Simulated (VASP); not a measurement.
Write the native input for VASP 6.6.1 that does the following.

```yaml
Task: relaxation of cell and atoms
Functional: LDA
Potentials_or_basis: VASP PAW LDA potentials, release 64 (K_sv)
Cutoff: 600 eV
k_mesh: 18 × 18 × 18
Occupations: fermi-dirac, width 0.1 eV
Spin: no spin polarisation
Target_pressure: 1 GPa
Dipole_correction: no
Further_INCAR_settings: ALGO = Normal; EDIFF = 1e-06; IBRION = 2; EDIFFG = -0.002; NSW = 100; ISIF = 3
```

The structure of K lies in POSCAR:

```
K
1.0
    0.0000000000      3.1813064520      3.1813064520
    3.1813064520      0.0000000000      3.1813064520
    3.1813064520      3.1813064520      0.0000000000
K
1
Direct
    0.0000000000      0.0000000000      0.0000000000
```

One way to write it, as run:

INCAR

```
SYSTEM = K
ALGO = Normal
EDIFF = 1E-6
EDIFFG = -0.002
ENCUT = 600
GGA = CA
IBRION = 2
ISIF = 3
ISMEAR = -1
LASPH = .TRUE.
LCHARG = .FALSE.
LREAL = .FALSE.
LWAVE = .FALSE.
NELM = 60
NSW = 100
PREC = Accurate
PSTRESS = 10.0
SIGMA = 0.1
```

KPOINTS

```
k-points
0
G
  18 18 18
  0 0 0
```

Potentials or basis: VASP PAW LDA potentials, release 64 (K_sv).

Command:

```sh
$ cat potpaw_LDA.64/K_sv/POTCAR > POTCAR
$ mpirun -np 1 vasp_std > vasp.out
```

Results of the run:

```
Relaxed volume                                         : 54.61 Å³/atom
Relaxed cell                                           : a = 4.259 Å, b = 4.259 Å, c = 4.259 Å, α = 60.00°, β = 60.00°, γ = 60.00°
Space group after relaxing (to 0.05 Å)                 : Fm-3m (No. 225)
Energy change on relaxing (the enthalpy is what falls) : +26.7 meV/atom
Ionic steps                                            : 23
Pressure after relaxing                                : 1.0 GPa
```

Caveat: the cell is relaxed towards a set pressure, so the enthalpy falls and the energy may rise; the volume moved by over 15 % at a fixed basis, so the end points are rough.

It took 8.1 min on 1 thread of Intel(R) Xeon(R) Platinum 8375C CPU @ 2.90GHz (Ice Lake) (shared host), peak memory 0.27 GiB.
